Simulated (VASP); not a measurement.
The system is Ag.

```
Ag
1.0
     0.00000    2.04275    2.04275
     2.04275    0.00000    2.04275
     2.04275    2.04275    0.00000
Ag
1
Cartesian
  0.0000 0.0000 0.0000
```

| Quantity | Value |
| --- | --- |
| Program | VASP 6.6.1 |
| Task | relaxation of volume and atoms at fixed shape |
| Functional | LDA |
| Potentials or basis | VASP PAW LDA potentials, release 64 (Ag) |
| Cutoff | 600 eV |
| k mesh | 10 × 10 × 10 |
| Occupations | fermi-dirac, width 0.1 eV |
| Spin | no spin polarisation |

At the start: pressure -6.9 GPa; volume 17.05 Å³/atom.

Problem. Where does the relaxation end?

Solution. Over 3 steps the energy falls by 22.5 meV/atom and the volume is 16.07 Å³/atom (-5.7 %); space group Fm-3m (No. 225, to 0.05 Å).

Step by step:
| step | energy change (eV) | largest force (eV/Å) | pressure (GPa) | volume (Å³) |
| --- | --- | --- | --- | --- |
| 1 | 0.0000 | 0.0000 | -6.87 | 17.05 |
| 2 | -0.0055 | 0.0000 | 7.56 | 15.31 |
| 3 | -0.0225 | 0.0000 | -0.06 | 16.07 |

Final structure:
```cif
data_structure
_symmetry_space_group_name_H-M 'P 1'
_symmetry_Int_Tables_number 1
_cell_length_a 2.8327
_cell_length_b 2.8327
_cell_length_c 2.8327
_cell_angle_alpha 60.000
_cell_angle_beta 60.000
_cell_angle_gamma 60.000
_cell_volume 16.07
loop_
_atom_site_label
_atom_site_type_symbol
_atom_site_fract_x
_atom_site_fract_y
_atom_site_fract_z
_atom_site_occupancy
Ag1 Ag 0.00000 0.00000 0.00000 1
```
